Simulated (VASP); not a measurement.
Here is a VASP 6.6.1 calculation.

Contents of INCAR:

```
SYSTEM = Al
PREC = Accurate
ENCUT = 600
EDIFF = 1E-6
ISMEAR = -1
SIGMA = 0.05
LREAL = .FALSE.
LASPH = .TRUE.
NELM = 100
ALGO = Normal
ISIF = 3
LWAVE = .FALSE.
LCHARG = .FALSE.
GGA = PS
IBRION = 2
NSW = 60
EDIFFG = -0.01
PSTRESS = 50.0
```

The input KPOINTS:

```
regular mesh
0
G
  11 11 11
  0 0 0
```

The input POSCAR:

```
Al
1.0
    0.0000000000      2.0248050000      2.0248050000
    2.0248050000      0.0000000000      2.0248050000
    2.0248050000      2.0248050000      0.0000000000
Al
1
Direct
    0.0000000000      0.0000000000      0.0000000000
```

Potentials or basis: VASP PAW PBE potentials, release 64 (Al).

Run with:

```console
$ cat potpaw_PBE.64/Al/POTCAR > POTCAR
$ mpirun -np 1 vasp_std > vasp.out
```

Q: Predict the relaxed cell.

A: a = 2.791 Å, b = 2.791 Å, c = 2.791 Å, α = 60.00°, β = 60.00°, γ = 60.00°.

Q: What does it give for the space group after relaxing (to 0.05 Å)?

A: Fm-3m (No. 225).

The path:
```csv
step,energy change (eV),largest force (eV/Å),pressure (GPa),volume (Å³)
1,0.0000,0.0000,-1.87,16.60
2,0.0273,0.0000,8.05,14.95
3,0.0103,0.0000,5.02,15.37
```

Caveat: the cell is relaxed towards a set pressure, so the enthalpy falls and the energy may rise; the PAW data sets were made with another functional, which shifts forces and pressure a little.
